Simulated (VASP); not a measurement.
Runs of VASP 6.6.1 on ZrC. The structure is that of space group P6_3/mmc (No. 194), or close to it. The cells are those of the table. 

```tsv
task	cell	cutoff (eV)	gap on the mesh (eV)	pressure (GPa)
relaxation of shape and atoms at fixed volume	relaxed from a = 3.328, b = 3.328, c = 5.192 Å, angles 90.0, 90.0, 120.0°, 4 atoms	600	none	5.2
single point	a = 3.371, b = 3.371, c = 5.267 Å, angles 90.0, 90.0, 120.0°, 4 atoms	520	none	-4.1
single point	a = 3.283, b = 3.334, c = 5.227 Å, angles 90.0, 90.0, 119.5°, 4 atoms	520	none	(b)
single point	a = 3.330, b = 3.330, c = 5.185 Å, angles 90.0, 90.0, 120.0°, 4 atoms	520	none	5.3
single point	a = 3.391, b = 3.391, c = 5.306 Å, angles 90.0, 90.0, 120.0°, 4 atoms	520	none	-8.1
single point	a = 3.350, b = 3.350, c = 5.227 Å, angles 90.0, 90.0, 120.0°, 4 atoms	520	none	(a)
single point	a = 3.307, b = 3.307, c = 5.150 Å, angles 90.0, 90.0, 120.0°, 4 atoms	520	none	10.8
```

Alike in all rows: level PBEsol; potentials or basis VASP PAW PBE potentials, release 64 (Zr_sv, C); no spin polarisation; k mesh 10 × 10 × 6; smearing gaussian 0.05 eV.

**Question.** Fill in the values left out.

**Answer.** (a) 0.4; (b) 5.4.

Caveats: the PAW data sets were made with another functional, which shifts forces and pressure a little.

A k mesh can miss the band edges, and the runs leave out spin-orbit coupling on Zr.

A gap of «none» marks levels without a gap at the run's occupations.
